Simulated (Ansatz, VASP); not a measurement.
## One calculation of C5N, two programs

File INCAR:

```
  PREC = Accurate
  ENCUT = 520
  EDIFF = 1E-7
  ISMEAR = 0
  SIGMA = 0.05
  LREAL = False
  LASPH = True
  NELM = 60
  ALGO = Normal
  ISIF = 2
  LWAVE = False
  LCHARG = False
  LDIPOL = True
  IDIPOL = 3
  DIPOL = 0.5 0.5 0.319
  GGA = PE
  IVDW = 12
  NBANDS = 37
```

The input KPOINTS:

```
Automatic mesh
0
Gamma
  8 7 1
```

Contents of POSCAR:

```
C5N
1.0
    3.6473242087      0.0000000000      0.0000000000
   -1.6658829526      3.9310150920      0.0000000000
    0.0000000000      0.0000000000     23.1309581756
C N
10 2
Direct
    0.5001799340      0.3333933113      0.1729284178
    0.4998200660      0.6666066887      0.1729284178
    0.5001799340      0.8333933113      0.2262110668
    0.4998200660      0.1666066887      0.2262110668
    0.5000212336      0.3353169660      0.2794744906
    0.4999787664      0.6646830340      0.2794744906
    0.5001286265      0.8366480411      0.3329734377
    0.4998713735      0.1633519589      0.3329734377
    0.4997623706      0.3544335280      0.3817809063
    0.5002376294      0.6455664720      0.3817809063
    0.9997623706      0.3544335280      0.4985075883
    0.9997623706      0.3544335280      0.5460629032
```

Input for Ansatz:

```yaml
crystal:
  lattice:
    - [3.6473242087, 0.0, 0.0]
    - [-1.6658829526, 3.931015092, 0.0]
    - [0.0, 0.0, 23.1309581756]
  atoms:
    - { symbol: C, position: [0.500179934, 0.3333933113, 0.1729284178] }
    - { symbol: C, position: [0.499820066, 0.6666066887, 0.1729284178] }
    - { symbol: C, position: [0.500179934, 0.8333933113, 0.2262110668] }
    - { symbol: C, position: [0.499820066, 0.1666066887, 0.2262110668] }
    - { symbol: C, position: [0.5000212336, 0.335316966, 0.2794744906] }
    - { symbol: C, position: [0.4999787664, 0.664683034, 0.2794744906] }
    - { symbol: C, position: [0.5001286265, 0.8366480411, 0.3329734377] }
    - { symbol: C, position: [0.4998713735, 0.1633519589, 0.3329734377] }
    - { symbol: C, position: [0.4997623706, 0.354433528, 0.3817809063] }
    - { symbol: C, position: [0.5002376294, 0.645566472, 0.3817809063] }
    - { symbol: "N", position: [0.9997623706, 0.354433528, 0.4985075883] }
    - { symbol: "N", position: [0.9997623706, 0.354433528, 0.5460629032] }
basis:
  ecutwfc: 420
kpoints:
  mp_grid: { grid: [8, 7, 1] }
hamiltonian:
  xc: pbe
  pseudopotentials: { kind: paw, azcp: { folder: soft_1 } }
  dispersion: d3bj
scf:
  occupations: { method: gaussian, width: 0.05 }
output:
  forces: true
  eigenvalues: true
efield:
  axis: 3
  dipole_correction: true
  ramp_width: 0.04
```

Alike in both runs: task single point; functional PBE; dispersion D3(BJ); k mesh 8 × 7 × 1; occupations gaussian, width 0.05 eV; no spin polarisation.

```csv
,VASP,Ansatz
version,VASP 6.6.1,Ansatz 0.2.0
potentials or method,"VASP PAW PBE potentials, release 64 (C, N), cutoff 520 eV","scalar-relativistic, plane waves, PAW"
valence electrons in the cell,50,50
```

|  | VASP | Ansatz | Ansatz less VASP |
| --- | --- | --- | --- |
| gap on the k mesh at the Fermi level (eV) | none | none | - |
| rms of the force components (eV/Å) | 1.699 | 1.632 | -0.0671 |

Atom by atom the forces differ by 0.425 eV/Å (rms over components). A gap of «none» marks a metal or a gap that the smearing closes.

Noted on VASP's run: the standard files for N, O and F lose accuracy on very short bonds.
